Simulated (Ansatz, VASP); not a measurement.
# Ga2Sn: VASP beside Ansatz

File INCAR:

```
SYSTEM = Ga2Sn
PREC     = Accurate       ! precision mode
ENCUT    = 520            ! plane-wave cutoff, eV
EDIFF    = 1E-6           ! SCF threshold, eV
ISMEAR   = 1              ! smearing method
SIGMA    = 0.1            ! smearing width, eV
LREAL    = .False.        ! projectors in reciprocal space
LASPH    = .True.         ! aspherical terms in the spheres
NELM     = 80             ! most SCF steps
ALGO     = Normal         ! electronic algorithm
ISIF     = 2              ! what is computed and relaxed
LWAVE    = .False.        ! write WAVECAR
LCHARG   = .False.        ! write CHGCAR
GGA      = PE             ! functional
NBANDS   = 49             ! bands
```

Contents of KPOINTS:

```
regular mesh
0
Gamma
  4 4 3
  0 0 0
```

POSCAR

```
Ga2Sn
1.0
    2.5097670000      4.3470410000      0.0000000000
   -2.5097670000      4.3470410000      0.0000000000
    0.0000000000      0.0000000000      6.6008130000
Ga Sn
4 2
Direct
    0.0000000000      0.0000000000      0.0000000000
    0.0000000000      0.0000000000      0.5000000000
    0.3333000000      0.3334000000      0.7500000000
    0.6666000000      0.6667000000      0.2500000000
    0.3333000000      0.3334000000      0.2500000000
    0.6666000000      0.6667000000      0.7500000000
```

Input for Ansatz:

```yaml
crystal:
  lattice:
    - [2.509767, 4.347041, 0.0]
    - [-2.509767, 4.347041, 0.0]
    - [0.0, 0.0, 6.600813]
  atoms:
    - { symbol: Ga, position: [0.0, 0.0, 0.0] }
    - { symbol: Ga, position: [0.0, 0.0, 0.5] }
    - { symbol: Ga, position: [0.3333, 0.3334, 0.75] }
    - { symbol: Ga, position: [0.6666, 0.6667, 0.25] }
    - { symbol: Sn, position: [0.3333, 0.3334, 0.25] }
    - { symbol: Sn, position: [0.6666, 0.6667, 0.75] }
  symmetry: { tolerance: 0.0003 }
kpoints:
  mp_grid: { grid: [4, 4, 3], shift: [0, 0, 0] }
magnetization:
  spin_polarized: false
scf:
  occupations: { method: cold, width: 0.1 }
hamiltonian:
  pseudopotentials: { kind: paw }
  xc: pbe
basis:
  ecutwfc: 500
output:
  forces: true
  stress: true
  eigenvalues: true
```

Alike in both runs: task single point; functional PBE; k mesh 4 × 4 × 3; no spin polarisation.

|  | VASP | Ansatz |
| --- | --- | --- |
| version | VASP 6.6.1 | Ansatz 0.2.0 |
| potentials or method | VASP PAW PBE potentials, release 64 (Ga_d, Sn_d), cutoff 520 eV | PAW plane waves |
| occupations | methfessel-paxton of order 1, width 0.1 eV | cold, width 0.1 eV |
| valence electrons in the cell | 80 | 80 |

```csv
,VASP,Ansatz,Ansatz less VASP
gap on the k mesh at the Fermi level (eV),none,none,-
pressure (GPa),-1.4,-1.4,-0.03
"traceless stress, the component that is largest in VASP (GPa)",-1.03,-1.16,-0.132
```

A gap of «none» marks a metal or a gap that the smearing closes. Ansatz's warnings: structure snapped to symmetry.

The k mesh is coarse, so the values compare programs but aren't converged.
